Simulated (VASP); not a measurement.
# V (Im-3m) in VASP: notebook, part 2 of 2

VASP 6.6.1. The steps go on from the part before.

## (6) Single point, LDA (volume scaled by 1.09)

The input, INCAR:

```
  PREC = Accurate
  ENCUT = 520
  EDIFF = 1E-6
  ISMEAR = 0
  SIGMA = 0.1
  LREAL = False
  LASPH = True
  NELM = 100
  ALGO = Fast
  ISIF = 2
  LWAVE = False
  LCHARG = True
  GGA = CA
  LELF = True
  LVHAR = True
  NBANDS = 12
```

The input, KPOINTS:

```
Automatic mesh
0
Gamma
  20 20 20
```

The input, POSCAR:

```
V
1.0
   -1.5060163875      1.5060163875      1.5060163875
    1.5060163875     -1.5060163875      1.5060163875
    1.5060163875      1.5060163875     -1.5060163875
V
1
Direct
    0.0000000000      0.0000000000      0.0000000000
```

Potentials or basis: VASP PAW LDA potentials, release 64 (V_sv).

On the command line:

```sh
> cat potpaw_LDA.64/V_sv/POTCAR > POTCAR
> mpirun -np 1 vasp_std > vasp.out
```

OUTCAR:

```text
PREC = Accurate
   ENCUT = 520
   EDIFF = 1E-6
   ISMEAR = 0
   LREAL = False
   LASPH = True
   NELM = 100
   ISIF = 2
   GGA = CA

 ion  position               nearest neighbor table
   1  0.000  0.000  0.000-

  LATTYP: Found a body centered cubic cell.
 ALAT       =     3.0120327750

  Lattice vectors:

 A1 = (  -1.5060163875,   1.5060163875,   1.5060163875)
 A2 = (   1.5060163875,  -1.5060163875,   1.5060163875)
 A3 = (   1.5060163875,   1.5060163875,  -1.5060163875)

Analysis of symmetry for initial positions (statically):
=====================================================================
 Subroutine PRICEL returns:
 Original cell was already a primitive cell.

 Routine SETGRP: Setting up the symmetry group for a
 body centered cubic supercell.

 Subroutine GETGRP returns: Found 48 space group operations
 (whereof 48 operations were pure point group operations)
 out of a pool of 48 trial point group operations.

The static configuration has the point symmetry O_h .

Analysis of symmetry for dynamics (positions and initial velocities):
=====================================================================
 Subroutine PRICEL returns:
 Original cell was already a primitive cell.

 Routine SETGRP: Setting up the symmetry group for a
 body centered cubic supercell.

 Subroutine GETGRP returns: Found 48 space group operations
 (whereof 48 operations were pure point group operations)
 out of a pool of 48 trial point group operations.

The dynamic configuration has the point symmetry O_h .

 Subroutine INISYM returns: Found 48 space group operations
 (whereof 48 operations are pure point group operations),
 and found     1 'primitive' translations

----------------------------------------------------------------------------------------

                                     Primitive cell

  volume of cell :      13.6631

  direct lattice vectors                    reciprocal lattice vectors
    -1.506016388  1.506016388  1.506016388     0.000000000  0.332001699  0.332001699
     1.506016388 -1.506016388  1.506016388     0.332001699  0.000000000  0.332001699
     1.506016388  1.506016388 -1.506016388     0.332001699  0.332001699  0.000000000

  length of vectors
     2.608496900  2.608496900  2.608496900     0.469521306  0.469521306  0.469521306

  position of ions in fractional coordinates (direct lattice)
     0.000000000  0.000000000  0.000000000

  ion indices of the primitive-cell ions
   primitive index   ion index
                 1           1

----------------------------------------------------------------------------------------

 KPOINTS: Automatic mesh

Automatic generation of k-mesh.
 Grid dimensions read from file:
 generate k-points for:   20   20   20

 Generating k-lattice:

  Cartesian coordinates                     Fractional coordinates (reciprocal lattice)
     0.000000000  0.016600085  0.016600085     0.050000000  0.000000000  0.000000000
     0.016600085  0.000000000  0.016600085     0.000000000  0.050000000  0.000000000
     0.016600085  0.016600085  0.000000000     0.000000000  0.000000000  0.050000000

  Length of vectors
     0.023476065  0.023476065  0.023476065

  Shift w.r.t. Gamma in fractional coordinates (k-lattice)
     0.000000000  0.000000000  0.000000000

 Subroutine IBZKPT returns following result:
 ===========================================

 Found    256 irreducible k-points:

 Following reciprocal coordinates:
            Coordinates               Weight
  0.000000  0.000000  0.000000      1.000000
  0.050000  0.000000  0.000000     12.000000
  0.100000  0.000000  0.000000     12.000000
  0.150000  0.000000  0.000000     12.000000
  0.200000  0.000000  0.000000     12.000000
  0.250000  0.000000  0.000000     12.000000
[... 16 lines left out ...]
  0.200000  0.100000  0.000000     48.000000
  0.250000  0.100000  0.000000     48.000000
 [... further k-points ...]
   k-points           NKPTS =    256   k-points in BZ     NKDIM =    256   number of bands    NBANDS=     12
   number of dos      NEDOS =    301   number of ions     NIONS =      1
   total plane-waves  NPLWV =   8000
   dimension x,y,z NGX =    20 NGY =   20 NGZ =   20
   dimension x,y,z NGXF=    40 NGYF=   40 NGZF=   40
   ions per type =               1
   NGX,Y,Z   is equivalent  to a cutoff of  12.75, 12.75, 12.75 a.u.
   NGXF,Y,Z  is equivalent  to a cutoff of  25.49, 25.49, 25.49 a.u.
 SYSTEM =  unknown system
   PREC   = accura    normal or accurate (medium, high low for compatibility)
   ISTART =      0    job   : 0-new  1-cont  2-samecut
   ICHARG =      2    charge: 1-file 2-atom 10-const
   ISPIN  =      1    spin polarized calculation?
   LNONCOLLINEAR =      F non collinear calculations
   LSORBIT =      F    spin-orbit coupling
   LASPH  =      T    aspherical Exc in radial PAW
   ENCUT  =  520.0 eV  38.22 Ry    6.18 a.u.   4.85  4.85  4.85*2*pi/ulx,y,z
   NELM   =    100;   NELMIN=  2; NELMDL= -5     # of ELM steps
   EDIFF  = 0.1E-05   stopping-criterion for ELM
   LREAL  =      F    real-space projection
   EDIFFG = 0.1E-04   stopping-criterion for IOM
   NSW    =      0    number of steps for IOM
   IBRION =     -1    ionic relax: 0-MD 1-quasi-New 2-CG
   NFREE  =      0    steps in history (QN), initial steepest desc. (CG)
   ISIF   =      2    stress and relaxation
   ISYM   =      2    0-nonsym 1-usesym 2-fastsym
   POTIM  = 0.5000    time-step for ionic-motion
   TEBEG  =    0.0;   TEEND  =   0.0 temperature during run
   PSTRESS=    0.0 pullay stress
   NELECT =      13.0000    total number of electrons
   NUPDOWN=      -1.0000    fix difference up-down
   EMIN   =  10.00;   EMAX   =-10.00  energy-range for DOS
   EFERMI =   0.00;   METHOD = LEGACY
   ISMEAR =     0;   SIGMA  =   0.10  broadening in eV -4-tet -1-fermi 0-gaus
   EFERMI_NEDOS =   21; number of points for ismear=-14 and -15
   IALGO  =     68    algorithm
   IMIX   =      4    mixing-type and parameters
     AMIX     =   0.40;   BMIX     =  1.00
     AMIX_MAG =   1.60;   BMIX_MAG =  1.00
  volume/ion in A,a.u.               =      13.66        92.20
  Fermi-wavevector in a.u.,A,eV,Ry     =   1.610174  3.042788 35.275303  2.592662
  Thomas-Fermi vector in A             =   2.705767
   LORBIT       =      0    0 simple, 1 ext, 2 COOP (PROOUT), +10 PAW based schemes
   GGA     = CA    functional components
   LHFCALC =     F    Hartree Fock is set to
   AEXX    =    0.0000 exact exchange contribution
   IVDW    =     0    specifies the selected vdW correction
   LEPSILON=     F    determine dielectric tensor
   LRPA    =     F    only Hartree local field effects (RPA)
 non-spin polarized calculation
 RMM-DIIS sequential band-by-band and
 Gauss-broadening in eV      SIGMA  =   0.10
  energy-cutoff  :      520.00
  volume of cell :       13.66
 maximum number of plane-waves:       378
   NGX =  9   NGY =  9   NGZ =  9

 number of electron      12.9999992 magnetization

 Free energy of the ion-electron system (eV)
  ---------------------------------------------------
  ext. energy  EPLUGINS =         0.00000000
  ---------------------------------------------------
  free energy    TOTEN  =        -9.89878904 eV

  energy without entropy =       -9.88975219  energy(sigma->0) =       -9.89427062

 E-fermi :   9.2990     XC(G=0): -13.1484

 val. band max:        9.2940666680   @ k =  -0.2000   0.2500   0.0500
 cond. band min:       9.3040258795   @ k =  -0.2000   0.2500   0.1500
 fundamental gap:      0.0099592115
 Fermi energy:         9.2990204576

 k-point     1 :       0.0000    0.0000    0.0000
  band No.  band energies     occupation
      1     -53.6744      2.00000
      2     -27.4012      2.00000
      3     -27.4012      2.00000
      4     -27.4012      2.00000
      5       2.8205      2.00000
      6       9.6865      0.00000
      7       9.6865      0.00000
      8       9.6865      0.00000
      9      11.6435      0.00000
     10      11.6435      0.00000
     11      29.7414      0.00000
     12      29.7414      0.00000
[... 331 lines left out ...]
 k-point    24 :       0.2500    0.1000    0.0000
  band No.  band energies     occupation
      1     -53.5381      2.00000
      2     -27.9991      2.00000
      3     -27.5937      2.00000
      4     -27.4351      2.00000
      5       5.7934      2.00000
      6       8.6491      2.00000
      7       9.0331      1.99983
      8      11.2825      0.00000
      9      11.9249      0.00000
     10      12.2146      0.00000
     11      23.7786      0.00000
     12      26.3091      0.00000

 [... further k-points ...]
[... 5 lines left out ...]
  --------------------------------------------------------------------------------------
  -------------------------------------------------------------------------------------
  Total       -1.2799483     -1.2799483     -1.2799483      0.0000000      0.0000000      0.0000000
  in kB     -150.0907451   -150.0907451   -150.0907451      0.0000000      0.0000000      0.0000000
  external PRESSURE =    -150.0907451 kB  Pullay stress =       0.0000000 kB

 VOLUME and BASIS-vectors are now :
 -----------------------------------------------------------------------------
  energy-cutoff  :      520.00
  volume of cell :       13.66
      direct lattice vectors                 reciprocal lattice vectors
    -1.506016388  1.506016388  1.506016388     0.000000000  0.332001699  0.332001699
     1.506016388 -1.506016388  1.506016388     0.332001699  0.000000000  0.332001699
     1.506016388  1.506016388 -1.506016388     0.332001699  0.332001699  0.000000000

 POSITION                                       TOTAL-FORCE (eV/Angst)
 -----------------------------------------------------------------------------------
      0.00000      0.00000      0.00000        -0.000000      0.000000      0.000000
 -----------------------------------------------------------------------------------
    total drift:                                0.000000      0.000000      0.000000

  FREE ENERGIE OF THE ION-ELECTRON SYSTEM (eV)
  ---------------------------------------------------
  free  energy   TOTEN  =        -9.8987890441 eV

  energy  without entropy=       -9.8897521942  energy(sigma->0) =       -9.89427062
```

stdout:

```text
POSCAR found type information on POSCAR V
 POSCAR found :  1 types and       1 ions
 scaLAPACK will be used
 LDA part: xc-table for (Slater(with rela. corr.)+CA(PZ))
 , standard interpolation
 POSCAR, INCAR and KPOINTS ok, starting setup
 FFT: planning ... GRIDC
 FFT: planning ... GRID_SOFT
 FFT: planning ... GRID
 WAVECAR not read
 entering main loop
```

It took 14 s on 1 thread of Intel Xeon 6975P-C (Granite Rapids), shared host; peak memory 0.15 GiB.

What came out:

| Property | Result |
| --- | --- |
| Free energy | -9.8988 eV |
| Pressure | -15.0 GPa |

Levels at points of the mesh, in eV from the Fermi level:
```
           k point  band 4  band 5  band 6  band 7  band 8  band 9  band 10  band 11
(0.00, 0.00, 0.00)  -36.70   -6.48    0.39    0.39    0.39    2.34     2.34    20.44
(0.50, 0.00, 0.00)  -36.71   -3.12   -1.12    1.70    2.35    2.69     4.05    10.01
(0.50, 0.50, 0.50)  -37.31   -2.94   -2.94    3.66    3.66    3.66    10.09    10.09
```

Caveat: the cell differs from its parent crystal (volume scaled by 1.09).

## (7) Relaxation of cell and atoms, LDA

This run uses another cell than the first one, of 12.63 Å³/atom, 1.039 times its volume.

The input, INCAR:

```
SYSTEM = V
  PREC = Accurate
  ENCUT = 600
  EDIFF = 1E-6
  ISMEAR = 0
  SIGMA = 0.1
  LREAL = .False.
  LASPH = .True.
  NELM = 80
  ALGO = Normal
  ISIF = 3
  LWAVE = .False.
  LCHARG = .False.
  GGA = CA
  IBRION = 2
  NSW = 100
  EDIFFG = -0.002
```

The input, KPOINTS:

```
regular mesh
0
Gamma
  20 20 20
  0 0 0
```

The input, POSCAR:

```
V
1.0
   -1.4672033618      1.4672033618      1.4672033618
    1.4672033618     -1.4672033618      1.4672033618
    1.4672033618      1.4672033618     -1.4672033618
V
1
Direct
    0.0000000000      0.0000000000      0.0000000000
```

On the command line:

```sh
> cat potpaw_LDA.64/V_sv/POTCAR > POTCAR
> mpirun -np 1 vasp_std > vasp.out
```

Wall time 30 s (1 thread of Intel Xeon 6975P-C (Granite Rapids), shared host); peak memory 0.16 GiB.

Results (log left out):

| Quantity | Value |
| --- | --- |
| Free energy | -9.9534 eV |
| Relaxed volume | 12.56 Å³/atom |
| Relaxed cell | a = 2.536 Å, b = 2.536 Å, c = 2.536 Å, α = 109.47°, β = 109.47°, γ = 109.47° |
| Space group after relaxing (to 0.05 Å) | Im-3m (No. 229) |
| Energy gained by relaxing | 0.3 meV/atom |
| Ionic steps | 5 |
| Pressure after relaxing | 0.0 GPa |

The path:
| step | energy change (eV) | largest force (eV/Å) | pressure (GPa) | volume (Å³) |
| --- | --- | --- | --- | --- |
| 1 | 0.0000 | 0.0000 | -1.23 | 12.63 |
| 2 | 0.0003 | 0.0000 | 1.78 | 12.46 |
| 3 | -0.0003 | 0.0000 | -0.06 | 12.56 |
| 4 | -0.0003 | 0.0000 | 0.06 | 12.56 |
| 5 | -0.0003 | 0.0000 | 0.02 | 12.56 |

Final structure:
```
V
1.0
    -1.46431    1.46431    1.46431
     1.46431   -1.46431    1.46431
     1.46431    1.46431   -1.46431
V
1
Direct
  0.00000 0.00000 0.00000
```

Levels at points of the mesh, in eV from the Fermi level:
| k point | band 2 | band 3 | band 4 | band 5 | band 6 | band 7 | band 8 | band 9 | band 10 |
| --- | --- | --- | --- | --- | --- | --- | --- | --- | --- |
| (0.00, 0.00, 0.00) | -36.46 | -36.46 | -36.46 | -6.65 | 0.40 | 0.40 | 0.40 | 2.58 | 2.58 |
| (0.50, 0.00, 0.00) | -37.62 | -36.82 | -36.47 | -3.42 | -1.30 | 2.02 | 2.60 | 2.98 | 4.52 |
| (0.50, 0.50, 0.50) | -37.24 | -37.24 | -37.24 | -3.35 | -3.35 | 4.08 | 4.08 | 4.08 | 10.90 |

## (8) The runs side by side

| task | cell | cutoff (eV) | gap on the mesh (eV) | pressure (GPa) |
| --- | --- | --- | --- | --- |
| single point | a = 2.509 Å, angles 109.5°, 1 atom | 520 | none | 7.2 |
| single point | a = 2.535 Å, angles 109.5°, 1 atom | 520 | none | 0.4 |
| single point | a = 2.560 Å, angles 109.5°, 1 atom | 520 | none | -5.5 |
| single point | a = 2.584 Å, angles 109.5°, 1 atom | 520 | none | -10.6 |
| single point | a = 2.608 Å, angles 109.5°, 1 atom | 520 | none | -15.0 |
| relaxation of cell and atoms | relaxed from a = 2.541 Å, angles 109.5°, 1 atom | 600 | none | 0.0 |

Alike in all rows: level LDA; potentials or basis VASP PAW LDA potentials, release 64 (V_sv); no spin polarisation; k mesh 20 × 20 × 20; smearing gaussian 0.1 eV.

Absolute energies hang on the potentials; compare differences alone.
